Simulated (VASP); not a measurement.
# Si15Ni (F-43m) in VASP: notebook, part 2 of 2

VASP 6.6.1. The steps go on from the part before.

**3. Single point, PBEsol+U, collinear spin**

INCAR reads:

```
SYSTEM = Si15Ni
ALGO = Normal ; EDIFF = 1E-6
ENCUT = 520 ; GGA = PS
ISIF = 2 ; ISMEAR = 0
ISPIN = 2 ; LASPH = .True.
LCHARG = .False. ; LDAU = .True.
LDAUJ = 0 0 ; LDAUL = 2 -1
LDAUPRINT = 1 ; LDAUTYPE = 2
LDAUU = 5 0 ; LMAXMIX = 4
LORBIT = 11 ; LREAL = Auto
LWAVE = .False. ; MAGMOM = 0.12 0.01 0.01 0.01 0.01 0.01 0.01 0 0.03 0.03 0.03 0 0.03 0 0 0
NBANDS = 53 ; NELM = 150
PREC = Accurate ; SIGMA = 0.05
```

KPOINTS reads:

```
k-points
0
Gamma
  3 3 3
  0 0 0
```

POSCAR reads:

```
Si15Ni
1.0
    0.0000000000      5.4370000000      5.4370000000
    5.4370000000      0.0000000000      5.4370000000
    5.4370000000      5.4370000000      0.0000000000
Ni Si
1 15
Direct
    1.0000000000      0.0000000000      1.0000000000
    0.0008460273      0.0008460273      0.4991539727
    0.0008460273      0.4991539727      0.0008460273
    0.0008460273      0.4991539727      0.4991539727
    0.4991539727      0.0008460273      0.0008460273
    0.4991539727      0.0008460273      0.4991539727
    0.4991539727      0.4991539727      0.0008460273
    0.5000000000      0.5000000000      0.5000000000
    0.1202211774      0.1202211774      0.1202211774
    0.1202211774      0.1202211774      0.6393364679
    0.1202211774      0.6393364679      0.1202211774
    0.1235527506      0.6254824165      0.6254824165
    0.6393364679      0.1202211774      0.1202211774
    0.6254824165      0.1235527506      0.6254824165
    0.6254824165      0.6254824165      0.1235527506
    0.6254824165      0.6254824165      0.6254824165
```

Potentials or basis: VASP PAW PBE potentials, release 64 (Ni, Si).

On the command line:

```console
$ cat potpaw_PBE.64/Ni/POTCAR potpaw_PBE.64/Si/POTCAR > POTCAR
$ mpirun -np 1 vasp_std > vasp.out
```

OUTCAR:

```text
SYSTEM = Si15Ni
   EDIFF = 1E-6
   ENCUT = 520
   GGA = PS
   ISIF = 2
   ISMEAR = 0
   ISPIN = 2
   LASPH = .True.
   LORBIT = 11
   LREAL = Auto
   NELM = 150
   PREC = Accurate

 ion  position               nearest neighbor table
   1  0.000  0.000  0.000-  10 2.26  11 2.26  13 2.26   9 2.26
   2  0.001  0.001  0.499-  12 2.36  14 2.36   9 2.38  10 2.38
   3  0.001  0.499  0.001-  12 2.36  15 2.36   9 2.38  11 2.38
   4  0.001  0.499  0.499-  16 2.36  12 2.36  10 2.38  11 2.38
   5  0.499  0.001  0.001-  14 2.36  15 2.36   9 2.38  13 2.38
   6  0.499  0.001  0.499-  16 2.36  14 2.36  10 2.38  13 2.38
[... 8 lines left out ...]
  15  0.625  0.625  0.124-   3 2.36   5 2.36   7 2.36   8 2.36
  16  0.625  0.625  0.625-   4 2.36   6 2.36   7 2.36   8 2.36

  LATTYP: Found a face centered cubic cell.
 ALAT       =    10.8740000000

  Lattice vectors:

 A1 = (   0.0000000000,   5.4370000000,   5.4370000000)
 A2 = (   5.4370000000,   0.0000000000,   5.4370000000)
 A3 = (   5.4370000000,   5.4370000000,   0.0000000000)

Analysis of symmetry for initial positions (statically):
=====================================================================
 Subroutine PRICEL returns:
 Original cell was already a primitive cell.

 Routine SETGRP: Setting up the symmetry group for a
 face centered cubic supercell.

 Subroutine GETGRP returns: Found 24 space group operations
 (whereof 24 operations were pure point group operations)
 out of a pool of 48 trial point group operations.

The static configuration has the point symmetry T_d .

Analysis of symmetry for dynamics (positions and initial velocities):
=====================================================================
 Subroutine PRICEL returns:
 Original cell was already a primitive cell.

 Routine SETGRP: Setting up the symmetry group for a
 face centered cubic supercell.

 Subroutine GETGRP returns: Found 24 space group operations
 (whereof 24 operations were pure point group operations)
 out of a pool of 48 trial point group operations.

The dynamic configuration has the point symmetry T_d .

Analysis of structural, dynamic, and magnetic symmetry:
=====================================================================
 Subroutine PRICEL returns:
 Original cell was already a primitive cell.

 Routine SETGRP: Setting up the symmetry group for a
 face centered cubic supercell.

 Subroutine GETGRP returns: Found 24 space group operations
 (whereof 24 operations were pure point group operations)
 out of a pool of 48 trial point group operations.

The overall configuration has the point symmetry T_d .

 Subroutine INISYM returns: Found 24 space group operations
 (whereof 24 operations are pure point group operations),
 and found     1 'primitive' translations
[... 168 lines left out ...]
  o =  0.8317  v =  0.0000  0.0000  0.0000  0.0000  0.0000  0.0000  0.7988 -0.0000 -0.6015  0.0000      0.0000  0.0000  0.0000  0.0000  0.0000  0.0000  0.0000  0.0000  0.0000  0.0000
  o =  0.8317  v =  0.0000  0.0000  0.0000  0.0000  0.0000  0.0000 -0.6015 -0.0000 -0.7988  0.0000      0.0000  0.0000  0.0000  0.0000  0.0000  0.0000  0.0000  0.0000  0.0000  0.0000
  o =  0.8668  v =  0.0000 -0.9647  0.0000  0.2633  0.0000  0.0000  0.0000  0.0000  0.0000  0.0000      0.0000  0.0000  0.0000  0.0000  0.0000  0.0000  0.0000  0.0000  0.0000  0.0000
  o =  0.8668  v =  1.0000  0.0000  0.0000  0.0000  0.0000  0.0000  0.0000  0.0000  0.0000  0.0000      0.0000  0.0000  0.0000  0.0000  0.0000  0.0000  0.0000  0.0000  0.0000  0.0000
  o =  0.8668  v =  0.0000 -0.2633 -0.0000 -0.9647 -0.0000  0.0000  0.0000  0.0000  0.0000  0.0000      0.0000  0.0000  0.0000  0.0000  0.0000  0.0000  0.0000  0.0000  0.0000  0.0000
  o =  0.9056  v =  0.0000  0.0000  0.0000  0.0000  0.0000  0.0000  0.0000 -0.0004  0.0000  1.0000      0.0000  0.0000  0.0000  0.0000  0.0000  0.0000  0.0000  0.0000  0.0000  0.0000
  o =  0.9056  v =  0.0000  0.0000  0.0000  0.0000  0.0000  0.0000 -0.0000 -1.0000  0.0000 -0.0004      0.0000  0.0000  0.0000  0.0000  0.0000  0.0000  0.0000  0.0000  0.0000  0.0000
  o =  0.9132  v =  0.0000 -0.0000 -1.0000  0.0000 -0.0002  0.0000  0.0000  0.0000  0.0000  0.0000      0.0000  0.0000  0.0000  0.0000  0.0000  0.0000  0.0000  0.0000  0.0000  0.0000
  o =  0.9132  v =  0.0000 -0.0000 -0.0002 -0.0000  1.0000  0.0000  0.0000  0.0000  0.0000  0.0000      0.0000  0.0000  0.0000  0.0000  0.0000  0.0000  0.0000  0.0000  0.0000  0.0000

 number of electron      69.9999992 magnetization       0.6582962

 Free energy of the ion-electron system (eV)
  ---------------------------------------------------
  ext. energy  EPLUGINS =         0.00000000
  ---------------------------------------------------
  free energy    TOTEN  =       -87.98741271 eV

  energy without entropy =      -87.98177693  energy(sigma->0) =      -87.98459482

 E-fermi :   5.0674     XC(G=0):  -9.5777

 val. band max:        4.9968582674   @ k =  -0.3333   0.3333   0.0000
 cond. band min:       5.0764863933   @ k =   0.0000   0.0000   0.0000
 fundamental gap:      0.0796281258
 Fermi energy:         5.0673851024

 spin component 1

 k-point     1 :       0.0000    0.0000    0.0000
  band No.  band energies     occupation
      1      -6.2325      1.00000
      2      -4.0255      1.00000
      3      -4.0255      1.00000
      4      -4.0255      1.00000
      5      -3.5117      1.00000
      6      -2.2400      1.00000
[... 189 lines left out ...]
     46       9.1215      0.00000
     47       9.2767      0.00000
 Fermi energy:         5.0673851024

 spin component 2

 k-point     1 :       0.0000    0.0000    0.0000
  band No.  band energies     occupation
      1      -6.2089      1.00000
      2      -4.0016      1.00000
      3      -4.0016      1.00000
      4      -4.0016      1.00000
      5      -3.4768      1.00000
      6      -2.2207      1.00000
[... 189 lines left out ...]
     46       9.1387      0.00000
     47       9.3156      0.00000
 [bands above 47 left out]

------------------------ aborting loop because EDIFF is reached ----------------------------------------

  FORCE on cell =-STRESS in cart. coord.  units (eV):
  Direction    XX          YY          ZZ          XY          YZ          ZX
  --------------------------------------------------------------------------------------
  -------------------------------------------------------------------------------------
  Total       -4.9941930     -4.9941930     -4.9941930      0.0000000      0.0000000     -0.0000000
  in kB      -24.8924654    -24.8924654    -24.8924654      0.0000000      0.0000000     -0.0000000
  external PRESSURE =     -24.8924654 kB  Pullay stress =       0.0000000 kB

 VOLUME and BASIS-vectors are now :
 -----------------------------------------------------------------------------
  energy-cutoff  :      520.00
  volume of cell :      321.45
      direct lattice vectors                 reciprocal lattice vectors
     0.000000000  5.437000000  5.437000000    -0.091962479  0.091962479  0.091962479
     5.437000000  0.000000000  5.437000000     0.091962479 -0.091962479  0.091962479
     5.437000000  5.437000000  0.000000000     0.091962479  0.091962479 -0.091962479

 POSITION                                       TOTAL-FORCE (eV/Angst)
 -----------------------------------------------------------------------------------
      0.00000      0.00000      0.00000         0.000000      0.000000      0.000000
      2.71850      2.71850      0.00920         0.000000      0.000000     -0.005355
      2.71850      0.00920      2.71850         0.000000     -0.005355      0.000000
      5.42780      2.71850      2.71850         0.005355      0.000000      0.000000
      0.00920      2.71850      2.71850        -0.005355      0.000000      0.000000
      2.71850      5.42780      2.71850         0.000000      0.005355      0.000000
[... 8 lines left out ...]
      4.07250      4.07250      6.80150         0.010353      0.010353     -0.010353
      6.80150      6.80150      6.80150        -0.010353     -0.010353     -0.010353
 -----------------------------------------------------------------------------------
    total drift:                                0.000001      0.000001      0.000001

  FREE ENERGIE OF THE ION-ELECTRON SYSTEM (eV)
  ---------------------------------------------------
  free  energy   TOTEN  =       -87.9874127076 eV

  energy  without entropy=      -87.9817769271  energy(sigma->0) =      -87.98459482

 total charge

# of ion       s       p       d       tot
------------------------------------------
    1        0.543   0.399   8.698   9.640
    2        0.760   0.913   0.000   1.673
    3        0.760   0.913   0.000   1.673
    4        0.760   0.913   0.000   1.673
    5        0.760   0.913   0.000   1.673
    6        0.760   0.913   0.000   1.673
[... 8 lines left out ...]
   15        0.753   0.931   0.000   1.684
   16        0.753   0.931   0.000   1.684
--------------------------------------------------
tot         12.002  13.950   8.698  34.650

 magnetization (x)

# of ion       s       p       d       tot
------------------------------------------
    1        0.009   0.052   0.120   0.182
    2        0.003   0.003   0.000   0.006
    3        0.003   0.003   0.000   0.006
    4        0.003   0.003   0.000   0.006
    5        0.003   0.003   0.000   0.006
    6        0.003   0.003   0.000   0.006
[... 8 lines left out ...]
   15        0.001   0.000   0.000   0.002
   16        0.001   0.000   0.000   0.002
--------------------------------------------------
tot          0.056   0.159   0.120   0.335
```

It took 10 min on 1 thread of Intel Xeon 8259CL, shared host; peak memory 0.67 GiB.

What came out:

```
Free energy                                           : -87.9874 eV
Pressure                                              : -2.5 GPa
Largest force                                         : 0.163 eV/Å
Net moment                                            : 0.66 μB per cell
Site moments                                          : Ni +0.18; Si +0.01, +0.00, +0.03 (each value once) μB
Valence electrons inside the program's atomic spheres : Ni 9.64; Si 1.67, 1.68, 1.64 (each value once)
```

Forces on the atoms (eV/Å):
```
Ni   0.000  0.000  0.000
Si   0.000  0.000 -0.005
Si   0.000 -0.005  0.000
Si   0.005  0.000  0.000
Si  -0.005  0.000  0.000
Si   0.000  0.005  0.000
Si   0.000  0.000  0.005
Si   0.000  0.000  0.000
Si  -0.094 -0.094 -0.094
Si   0.094  0.094 -0.094
Si   0.094 -0.094  0.094
Si  -0.010  0.010  0.010
Si  -0.094  0.094  0.094
Si   0.010 -0.010  0.010
Si   0.010  0.010 -0.010
Si  -0.010 -0.010 -0.010
```

Levels at points of the mesh, in eV from the Fermi level:
Spin up:
```tsv
k point	band 31	band 32	band 33	band 34	band 35	band 36	band 37	band 38	band 39	band 40
(0.00, 0.00, 0.00)	-0.52	0.01	0.01	0.01	1.34	1.35	1.35	1.35	1.39	1.39
```
Spin down:
```csv
k point,band 32,band 33,band 34,band 35,band 36,band 37
"(0.00, 0.00, 0.00)",0.04,0.04,0.04,1.35,1.38,1.38
```

Eigenvalues of the final occupation matrices:
```tsv
site	spin	trace	eigenvalues
site 1 d	1	4.43	0.87 0.87 0.87 0.91 0.91
site 1 d	2	4.31	0.83 0.83 0.83 0.91 0.91
```

Caveat: the PAW data sets were made with another functional, which shifts forces and pressure a little; the U is typed as a test and isn't derived for this compound.
